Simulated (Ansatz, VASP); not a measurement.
**Two plane-wave programs on CoSi**

```
Co Si
1.0
     4.43800    0.00000    0.00000
     0.00000    4.43800    0.00000
     0.00000    0.00000    4.43800
Co Si
4 4
Direct
  0.14425 0.14425 0.14425
  0.35575 0.85575 0.64425
  0.64425 0.35575 0.85575
  0.85575 0.64425 0.35575
  0.84272 0.84272 0.84272
  0.65728 0.15728 0.34272
  0.34272 0.65728 0.15728
  0.15728 0.34272 0.65728
```

Alike in both runs: functional PBEsol; k mesh 8 × 8 × 8; occupations gaussian, width 0.1 eV; no spin polarisation.

Ansatz relaxed the structure, and its values are those at the end. VASP's run is a single point on that final structure, the one shown.

```csv
,VASP,Ansatz
version,VASP 6.6.1,Ansatz 0.2.0
potentials or method,"VASP PAW PBE potentials, release 64 (Co, Si), cutoff 520 eV","scalar-relativistic, plane waves, PAW"
valence electrons in the cell,52,84
```

```csv
,VASP,Ansatz,Ansatz less VASP
gap on the k mesh at the Fermi level (eV),none,none,-
pressure (GPa),-7.7,-7.9,-0.18
rms of the force components (eV/Å),0.005,0.002,-0.0033
```

VASP's potentials were made for PBE, not for PBEsol. A gap of «none» marks a metal or a gap that the smearing closes. VASP's potentials hold 52 valence electrons a cell and Ansatz's 84, so a difference there can come from the potentials and not from the codes. Ansatz's warnings: stress scf threshold loose.
